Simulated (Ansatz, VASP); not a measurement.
## Ti: VASP beside Ansatz

File INCAR:

```
SYSTEM = Ti
ALGO     = Normal         ! electronic algorithm
EDIFF    = 1E-6           ! SCF threshold, eV
ENCUT    = 520            ! plane-wave cutoff, eV
GGA      = PS             ! functional
ISIF     = 2              ! what is computed and relaxed
ISMEAR   = 0              ! smearing method
LASPH    = .True.         ! aspherical terms in the spheres
LCHARG   = .False.        ! write CHGCAR
LREAL    = .False.        ! projectors in reciprocal space
LWAVE    = .False.        ! write WAVECAR
NBANDS   = 12             ! bands
NELM     = 100            ! most SCF steps
PREC     = Accurate       ! precision mode
SIGMA    = 0.1            ! smearing width, eV
```

Contents of KPOINTS:

```
k-points
0
Gamma
  18 18 18
  0 0 0
```

Contents of POSCAR:

```
Ti
1.0
    0.0000000000      1.9865233894      1.9865233894
    1.9865233894      0.0000000000      1.9865233894
    1.9865233894      1.9865233894      0.0000000000
Ti
1
Direct
    0.0000000000      0.0000000000      0.0000000000
```

Input for Ansatz:

```yaml
crystal:
  lattice:
    - [0.0, 1.9865233894, 1.9865233894]
    - [1.9865233894, 0.0, 1.9865233894]
    - [1.9865233894, 1.9865233894, 0.0]
  atoms:
    - { symbol: Ti, position: [0.0, 0.0, 0.0] }
basis:
  ecutwfc: 420
kpoints:
  mp_grid: { grid: [18, 18, 18] }
hamiltonian:
  xc: pbesol
scf:
  occupations: { method: gaussian, width: 0.1 }
output:
  forces: true
  stress: true
  eigenvalues: true
```

Alike in both runs: task single point; functional PBEsol; k mesh 18 × 18 × 18; occupations gaussian, width 0.1 eV; no spin polarisation.

|  | VASP | Ansatz |
| --- | --- | --- |
| version | VASP 6.6.1 | Ansatz 0.2.0 |
| potentials or method | VASP PAW PBE potentials, release 64 (Ti_sv), cutoff 520 eV | scalar-relativistic, plane waves, PAW |
| valence electrons in the cell | 12 | 12 |

```csv
,VASP,Ansatz,Ansatz less VASP
gap on the k mesh at the Fermi level (eV),none,none,-
pressure (GPa),7.4,7.8,+0.39
```

VASP's potentials were made for PBE, not for PBEsol. A gap of «none» marks a metal or a gap that the smearing closes.
